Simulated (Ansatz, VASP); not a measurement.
# Si5Cl in VASP and in Ansatz

```
Si Cl
1.0
     3.21783    0.00000    0.00000
     0.00000    3.21783    0.00000
     0.00000    0.00000   12.40040
Si Cl
5 1
Direct
  0.00000 0.00000 0.90337
  0.00000 0.00000 0.09663
  0.00000 0.00000 0.70857
  0.00000 0.00000 0.29143
  0.00000 0.00000 0.50000
  0.50000 0.50000 0.50000
```

Alike in both runs: functional PBE; k mesh 6 × 6 × 2; occupations gaussian, width 0.1 eV; no spin polarisation.

Ansatz relaxed the structure, and its values are those at the end. VASP's run is a single point on that final structure, the one shown.

```csv
,VASP,Ansatz
version,VASP 6.6.1,Ansatz 0.2.0
potentials or method,"VASP PAW PBE potentials, release 64 (Si, Cl), cutoff 520 eV","scalar-relativistic, plane waves, PAW"
valence electrons in the cell,27,27
```

```csv
,VASP,Ansatz,Ansatz less VASP
gap on the k mesh at the Fermi level (eV),none,none,-
pressure (GPa),0.0,0.0,-0.03
rms of the force components (eV/Å),0.009,0.008,-0.0007
```

A gap of «none» marks a metal or a gap that the smearing closes. The functional is the same, so the differences come from potentials, cutoffs and numerics.
